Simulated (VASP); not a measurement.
# Au in VASP: relaxation of the atoms with PBE

Aim: the relaxation of the atoms of Au with PBE.

Program: VASP 6.6.1. These are calculated values, not measurements. Logs are shortened: lines on timing, memory, paths and dates and some standing lists are left out, and cuts for length are marked.

### Step 1. The cell of the first run

The cell holds a slab with vacuum, 4 atoms: a = 2.940 Å, b = 2.940 Å, c = 22.237 Å, α = 90.00°, β = 90.00°, γ = 90.00°.

### Step 2. Relaxation of the atoms, PBE

File INCAR:

```
SYSTEM = Au
PREC = Accurate ; ENCUT = 520
EDIFF = 1E-6 ; ISMEAR = -1
SIGMA = 0.05 ; LREAL = .False.
LASPH = .True. ; NELM = 60
ALGO = Normal ; ISIF = 2
LWAVE = .False. ; LCHARG = .False.
LDIPOL = .True. ; IDIPOL = 3
DIPOL = 0.5 0.5 0.500 ; GGA = PE
IBRION = 2 ; NSW = 32
EDIFFG = -0.01 ; KPAR = 4
```

File KPOINTS:

```
regular mesh
0
Gamma
  12 12 1
  0 0 0
```

File POSCAR:

```
Au
1.0
    2.9400990585      0.0000000000      0.0000000000
    0.0000000000      2.9400990585      0.0000000000
    0.0000000000      0.0000000000     22.2369000000
Au
4
Direct
    0.2500000000      0.2500000000      0.3611398467
    0.7500000000      0.7500000000      0.4532804822
    0.2500000000      0.2500000000      0.5467195176
    0.7500000000      0.7500000000      0.6388601529
```

Potentials or basis: VASP PAW PBE potentials, release 64 (Au).

The run is started by

```console
cat potpaw_PBE.64/Au/POTCAR > POTCAR
mpirun -np 4 vasp_std > vasp.out
```

OUTCAR:

```text
SYSTEM = Au
   PREC = Accurate
   ENCUT = 520
   EDIFF = 1E-6
   ISMEAR = -1
   LREAL = .False.
   LASPH = .True.
   NELM = 60
   ISIF = 2
   GGA = PE
   IBRION = 2
   NSW = 32
   EDIFFG = -0.01

 ion  position               nearest neighbor table
   1  0.250  0.250  0.361-   2 2.92   2 2.92   2 2.92   2 2.92
   2  0.750  0.750  0.453-   1 2.92   1 2.92   1 2.92   1 2.92   3 2.94   3 2.94   3 2.94   3 2.94

   3  0.250  0.250  0.547-   4 2.92   4 2.92   4 2.92   4 2.92   2 2.94   2 2.94   2 2.94   2 2.94

   4  0.750  0.750  0.639-   3 2.92   3 2.92   3 2.92   3 2.92

  LATTYP: Found a simple tetragonal cell.
 ALAT       =     2.9400990585
 C/A-ratio  =     7.5633165950

  Lattice vectors:

 A1 = (   2.9400990585,   0.0000000000,   0.0000000000)
 A2 = (   0.0000000000,   2.9400990585,   0.0000000000)
 A3 = (   0.0000000000,   0.0000000000,  22.2369000000)

Analysis of symmetry for initial positions (statically):
=====================================================================
 Subroutine PRICEL returns:
 Original cell was already a primitive cell.

 Routine SETGRP: Setting up the symmetry group for a
 simple tetragonal supercell.

 Subroutine GETGRP returns: Found 16 space group operations
 (whereof  4 operations were pure point group operations)
 out of a pool of 16 trial point group operations.

The static configuration has the point symmetry C_2h.
 The point group associated with its full space group is D_4h.

Analysis of symmetry for dynamics (positions and initial velocities):
=====================================================================
 Subroutine PRICEL returns:
 Original cell was already a primitive cell.

 Routine SETGRP: Setting up the symmetry group for a
 simple tetragonal supercell.

 Subroutine GETGRP returns: Found 16 space group operations
 (whereof  4 operations were pure point group operations)
 out of a pool of 16 trial point group operations.

The dynamic configuration has the point symmetry C_2h.
 The point group associated with its full space group is D_4h.

 Subroutine INISYM returns: Found 16 space group operations
 (whereof  4 operations are pure point group operations),
 and found     1 'primitive' translations

----------------------------------------------------------------------------------------

                                     Primitive cell

  volume of cell :     192.2198

  direct lattice vectors                    reciprocal lattice vectors
     2.940099058  0.000000000  0.000000000     0.340124594  0.000000000  0.000000000
     0.000000000  2.940099058  0.000000000     0.000000000  0.340124594  0.000000000
     0.000000000  0.000000000 22.236900000     0.000000000  0.000000000  0.044970297

  length of vectors
     2.940099058  2.940099058 22.236900000     0.340124594  0.340124594  0.044970297

  position of ions in fractional coordinates (direct lattice)
     0.250000000  0.250000000  0.361139847
     0.750000000  0.750000000  0.453280482
     0.250000000  0.250000000  0.546719518
     0.750000000  0.750000000  0.638860153

  ion indices of the primitive-cell ions
   primitive index   ion index
                 1           1
                 2           2
                 3           3
                 4           4

----------------------------------------------------------------------------------------

 KPOINTS: regular mesh

Automatic generation of k-mesh.
 Grid dimensions read from file:
 generate k-points for:   12   12    1

 Generating k-lattice:

  Cartesian coordinates                     Fractional coordinates (reciprocal lattice)
     0.028343716  0.000000000  0.000000000     0.083333333  0.000000000  0.000000000
     0.000000000  0.028343716  0.000000000     0.000000000  0.083333333  0.000000000
     0.000000000  0.000000000  0.044970297     0.000000000  0.000000000  1.000000000

  Length of vectors
     0.028343716  0.028343716  0.044970297

  Shift w.r.t. Gamma in fractional coordinates (k-lattice)
     0.000000000  0.000000000  0.000000000

 Subroutine IBZKPT returns following result:
 ===========================================

 Found     28 irreducible k-points:

 Following reciprocal coordinates:
            Coordinates               Weight
  0.000000  0.000000  0.000000      1.000000
  0.083333  0.000000  0.000000      4.000000
  0.166667  0.000000  0.000000      4.000000
  0.250000  0.000000  0.000000      4.000000
  0.333333  0.000000  0.000000      4.000000
  0.416667  0.000000  0.000000      4.000000
[... 16 lines left out ...]
  0.333333  0.333333  0.000000      4.000000
  0.416667  0.333333  0.000000      8.000000
 [... further k-points ...]
   k-points           NKPTS =     28   k-points in BZ     NKDIM =     28   number of bands    NBANDS=     26
   number of dos      NEDOS =    301   number of ions     NIONS =      4
   total plane-waves  NPLWV =  96768
   dimension x,y,z NGX =    24 NGY =   24 NGZ =  168
   dimension x,y,z NGXF=    48 NGYF=   48 NGZF=  336
   ions per type =               4
   NGX,Y,Z   is equivalent  to a cutoff of  13.57, 13.57, 12.56 a.u.
   NGXF,Y,Z  is equivalent  to a cutoff of  27.14, 27.14, 25.12 a.u.
 SYSTEM =  Au
   PREC   = accura    normal or accurate (medium, high low for compatibility)
   ISTART =      0    job   : 0-new  1-cont  2-samecut
   ICHARG =      2    charge: 1-file 2-atom 10-const
   ISPIN  =      1    spin polarized calculation?
   LNONCOLLINEAR =      F non collinear calculations
   LSORBIT =      F    spin-orbit coupling
   LASPH  =      T    aspherical Exc in radial PAW
   ENCUT  =  520.0 eV  38.22 Ry    6.18 a.u.   5.47  5.47 41.35*2*pi/ulx,y,z
   NELM   =     60;   NELMIN=  2; NELMDL= -5     # of ELM steps
   EDIFF  = 0.1E-05   stopping-criterion for ELM
   LREAL  =      F    real-space projection
   EDIFFG = -.1E-01   stopping-criterion for IOM
   NSW    =     32    number of steps for IOM
   IBRION =      2    ionic relax: 0-MD 1-quasi-New 2-CG
   NFREE  =      1    steps in history (QN), initial steepest desc. (CG)
   ISIF   =      2    stress and relaxation
   ISYM   =      2    0-nonsym 1-usesym 2-fastsym
   POTIM  = 0.5000    time-step for ionic-motion
   TEBEG  =    0.0;   TEEND  =   0.0 temperature during run
   PSTRESS=    0.0 pullay stress
   NELECT =      44.0000    total number of electrons
   NUPDOWN=      -1.0000    fix difference up-down
   EMIN   =  10.00;   EMAX   =-10.00  energy-range for DOS
   EFERMI =   0.00;   METHOD = LEGACY
   ISMEAR =    -1;   SIGMA  =   0.05  broadening in eV -4-tet -1-fermi 0-gaus
   EFERMI_NEDOS =   21; number of points for ismear=-14 and -15
   IALGO  =     38    algorithm
   IMIX   =      4    mixing-type and parameters
     AMIX     =   0.40;   BMIX     =  1.00
     AMIX_MAG =   1.60;   BMIX_MAG =  1.00
  volume/ion in A,a.u.               =      48.05       324.29
  Fermi-wavevector in a.u.,A,eV,Ry     =   1.001443  1.892453 13.645127  1.002889
  Thomas-Fermi vector in A             =   2.133866
   LORBIT       =      0    0 simple, 1 ext, 2 COOP (PROOUT), +10 PAW based schemes
   GGA     = PE    functional components
   LHFCALC =     F    Hartree Fock is set to
   AEXX    =    0.0000 exact exchange contribution
   IVDW    =     0    specifies the selected vdW correction
   LEPSILON=     F    determine dielectric tensor
   LRPA    =     F    only Hartree local field effects (RPA)
 conjugate gradient relaxation of ions
 non-spin polarized calculation
  energy-cutoff  :      520.00
  volume of cell :      192.22
 maximum number of plane-waves:      5235
 NGX is ok and might be reduce to    24
   NGX = 11   NGY = 11   NGZ = 83

 number of electron      43.9999990 magnetization

 dipolmoment           0.000000      0.000000      0.000000 electrons x Angstroem

 Free energy of the ion-electron system (eV)
  ---------------------------------------------------
  ext. energy  EPLUGINS =         0.00000000
  ---------------------------------------------------
  free energy    TOTEN  =       -11.93949145 eV

  energy without entropy =      -11.93096322  energy(sigma->0) =      -11.93522734

 E-fermi :   0.0172     XC(G=0):  -5.3793

 val. band max:       -0.0128676681   @ k =   0.0833   0.0000   0.0000
 cond. band min:       0.1623305201   @ k =   0.2500   0.2500   0.0000
 fundamental gap:      0.1751981882
 Fermi energy:         0.0172243288

 k-point     1 :       0.0000    0.0000    0.0000
  band No.  band energies     occupation
      1      -8.7106      2.00000
      2      -7.2241      2.00000
      3      -6.2190      2.00000
      4      -6.0460      2.00000
      5      -5.9275      2.00000
      6      -5.4344      2.00000
[... 18 lines left out ...]
     25       1.5609      0.00000
     26       4.9654      0.00000

 k-point     2 :       0.0833    0.0000    0.0000
  band No.  band energies     occupation
      1      -8.5639      2.00000
      2      -7.1017      2.00000
      3      -6.1255      2.00000
      4      -5.9594      2.00000
      5      -5.8223      2.00000
      6      -5.3628      2.00000
[... 18 lines left out ...]
     25       1.9323      0.00000
     26       5.0934      0.00000

 k-point     3 :       0.1667    0.0000    0.0000
  band No.  band energies     occupation
      1      -8.1474      2.00000
      2      -6.8053      2.00000
      3      -5.9428      2.00000
      4      -5.6852      2.00000
      5      -5.6400      2.00000
      6      -5.0187      2.00000
[... 18 lines left out ...]
     25       2.8120      0.00000
     26       5.3029      0.00000

 k-point     4 :       0.2500    0.0000    0.0000
  band No.  band energies     occupation
      1      -7.5427      2.00000
      2      -6.5389      2.00000
      3      -5.7275      2.00000
      4      -5.6809      2.00000
      5      -5.1542      2.00000
      6      -4.4762      2.00000
[... 18 lines left out ...]
     25       3.8909      0.00000
     26       4.9368      0.00000

 k-point     5 :       0.3333    0.0000    0.0000
  band No.  band energies     occupation
      1      -6.9240      2.00000
      2      -6.4392      2.00000
      3      -5.7174      2.00000
      4      -5.5321      2.00000
      5      -4.7564      2.00000
      6      -4.3969      2.00000
[... 18 lines left out ...]
     25       3.2017      0.00000
     26       4.3732      0.00000

 k-point     6 :       0.4167    0.0000    0.0000
  band No.  band energies     occupation
      1      -6.5551      2.00000
      2      -6.4383      2.00000
      3      -5.6414      2.00000
      4      -5.4384      2.00000
      5      -4.6008      2.00000
      6      -4.4028      2.00000
[... 427 lines left out ...]
 k-point    21 :       0.4167    0.2500    0.0000
  band No.  band energies     occupation
      1      -5.8632      2.00000
      2      -5.7407      2.00000
      3      -5.5809      2.00000
      4      -5.4776      2.00000
      5      -5.0194      2.00000
      6      -4.8221      2.00000
[... 18 lines left out ...]
     25       3.9518      0.00000
     26       4.3566      0.00000

 k-point    22 :       0.5000    0.2500    0.0000
  band No.  band energies     occupation
      1      -5.8035      2.00000
      2      -5.8035      2.00000
      3      -5.5968      2.00000
      4      -5.5968      2.00000
      5      -4.9408      2.00000
      6      -4.9408      2.00000
[... 18 lines left out ...]
     25       3.6125      0.00000
     26       3.6125      0.00000

 k-point    23 :       0.3333    0.3333    0.0000
  band No.  band energies     occupation
      1      -5.9403      2.00000
      2      -5.5998      2.00000
      3      -5.5523      2.00000
      4      -5.5330      2.00000
      5      -5.1284      2.00000
      6      -4.7747      2.00000
[... 18 lines left out ...]
     25       4.9167      0.00000
     26       6.7598      0.00000

 k-point    24 :       0.4167    0.3333    0.0000
  band No.  band energies     occupation
      1      -5.9407      2.00000
      2      -5.7996      2.00000
      3      -5.7089      2.00000
      4      -5.6992      2.00000
      5      -5.0572      2.00000
      6      -4.8856      2.00000
[... 18 lines left out ...]
     25       4.7950      0.00000
     26       4.8911      0.00000

 [... further k-points ...]

------------------------ aborting loop because EDIFF is reached ----------------------------------------

 vacuum level on the upper side and lower side of the slab       (xc-potential included)        -0.008        -0.008

  FORCE on cell =-STRESS in cart. coord.  units (eV):
  Direction    XX          YY          ZZ          XY          YZ          ZX
  --------------------------------------------------------------------------------------
  -------------------------------------------------------------------------------------
  Total       -2.2598301     -2.2598301     -0.1259474     -0.0000000      0.0000000      0.0000000
  in kB      -18.8359792    -18.8359792     -1.0497878     -0.0000000      0.0000000      0.0000000
  external PRESSURE =     -12.9072487 kB  Pullay stress =       0.0000000 kB

 VOLUME and BASIS-vectors are now :
 -----------------------------------------------------------------------------
  energy-cutoff  :      520.00
  volume of cell :      192.22
      direct lattice vectors                 reciprocal lattice vectors
     2.940099058  0.000000000  0.000000000     0.340124594  0.000000000  0.000000000
     0.000000000  2.940099058  0.000000000     0.000000000  0.340124594  0.000000000
     0.000000000  0.000000000 22.236900000     0.000000000  0.000000000  0.044970297

 POSITION                                       TOTAL-FORCE (eV/Angst)
 -----------------------------------------------------------------------------------
      0.73502      0.73502      8.03063        -0.000000     -0.000000      0.009458
      2.20507      2.20507     10.07955         0.000000      0.000000      0.006193
      0.73502      0.73502     12.15735        -0.000000     -0.000000     -0.006193
      2.20507      2.20507     14.20627         0.000000      0.000000     -0.009458
 -----------------------------------------------------------------------------------
    total drift:                                0.000000     -0.000000      0.000013

  FREE ENERGIE OF THE ION-ELECTRON SYSTEM (eV)
  ---------------------------------------------------
  free  energy   TOTEN  =       -11.9394914491 eV

  energy  without entropy=      -11.9309632227  energy(sigma->0) =      -11.93522734

 reached required accuracy - stopping structural energy minimisation

 vacuum level on the upper side and lower side of the slab         5.069         5.069
```

Wall time 83 s (4 MPI ranks of Oxide Virtual Turin-like, shared host); peak memory 0.33 GiB.

Results:

| Property | Result |
| --- | --- |
| Free energy | -11.9395 eV |
| Largest force after relaxing | 0.009 eV/Å |
| Band gap on the k mesh | zero (bands 22 and 23 overlap by 3.98 eV) |

Forces in eV/Å, atoms in the order of the input:
```
Au   0.000  0.000  0.009
Au   0.000  0.000  0.006
Au   0.000  0.000 -0.006
Au   0.000  0.000 -0.009
```

Final structure:
```cif
data_structure
_symmetry_space_group_name_H-M 'P 1'
_symmetry_Int_Tables_number 1
_cell_length_a 2.9401
_cell_length_b 2.9401
_cell_length_c 22.2369
_cell_angle_alpha 90.000
_cell_angle_beta 90.000
_cell_angle_gamma 90.000
_cell_volume 192.22
loop_
_atom_site_label
_atom_site_type_symbol
_atom_site_fract_x
_atom_site_fract_y
_atom_site_fract_z
_atom_site_occupancy
Au1 Au 0.25000 0.25000 0.36114 1
Au2 Au 0.75000 0.75000 0.45328 1
Au3 Au 0.25000 0.25000 0.54672 1
Au4 Au 0.75000 0.75000 0.63886 1
```

Caveat: the relaxation stopped at its first step, so nothing moved; spin-orbit coupling is left out, which moves the levels of the heavy elements.

The gap in the log of VASP goes by the Fermi energy; the results here count the filled bands.